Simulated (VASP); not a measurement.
A run of VASP 6.6.1 is set up as follows.

The input POSCAR:

```
Mg
1.0
    3.2093000000      0.0000000000      0.0000000000
   -1.6046500000      2.7793353284      0.0000000000
    0.0000000000      0.0000000000      5.2103000000
Mg
2
Direct
    0.6666666667      0.3333333333      0.7500000000
    0.3333333333      0.6666666667      0.2500000000
```

The input INCAR.step1:

```
SYSTEM = Mg
ALGO = Normal
EDIFF = 1E-4
ENCUT = 600
GGA = PE
ISMEAR = -1
LASPH = .TRUE.
LCHARG = .FALSE.
LREAL = .FALSE.
LWAVE = .TRUE.
NELM = 60
PREC = Accurate
SIGMA = 0.05
```

File INCAR.step2:

```
SYSTEM = Mg
ALGO = Normal
EDIFF = 1E-6
EDIFFG = -0.01
ENCUT = 600
IBRION = 2
ISIF = 3
ISMEAR = -1
ISTART = 1
LASPH = .TRUE.
LCHARG = .FALSE.
LMIXTAU = .TRUE.
LREAL = .FALSE.
LWAVE = .FALSE.
METAGGA = R2SCAN
NELM = 60
NSW = 60
PREC = Accurate
PSTRESS = 300.0
SIGMA = 0.05
```

The input KPOINTS:

```
k-points
0
G
  10 10 5
  0 0 0
```

Potentials or basis: VASP PAW PBE potentials, release 64 (Mg).

The run is started by

```console
$ cat potpaw_PBE.64/Mg/POTCAR > POTCAR
$ cp INCAR.step1 INCAR
$ mpirun -np 1 vasp_std > vasp.out
$ cp INCAR.step2 INCAR
$ mpirun -np 1 vasp_std > vasp.out
```

Task: Predict the band gap on the k mesh.

Result: Zero (band 2 reaches 5.51 eV, above the bottom of band 3 at 3.80 eV).

Task: What does it give for the relaxed volume?

Result: 15.54 Å³/atom.

Final structure:
```
CELL_PARAMETERS angstrom
2.80286 0.00000 0.00000
-1.40143 2.42735 0.00000
0.00000 0.00000 4.56796
ATOMIC_POSITIONS crystal
Mg 0.66667 0.33333 0.75000
Mg 0.33333 0.66667 0.25000
```

Caveat: the cell is relaxed towards a set pressure, so the enthalpy falls and the energy may rise; the volume moved by over 15 % at a fixed basis, so the end points are rough; the PAW data sets were made with another functional, which shifts forces and pressure a little.
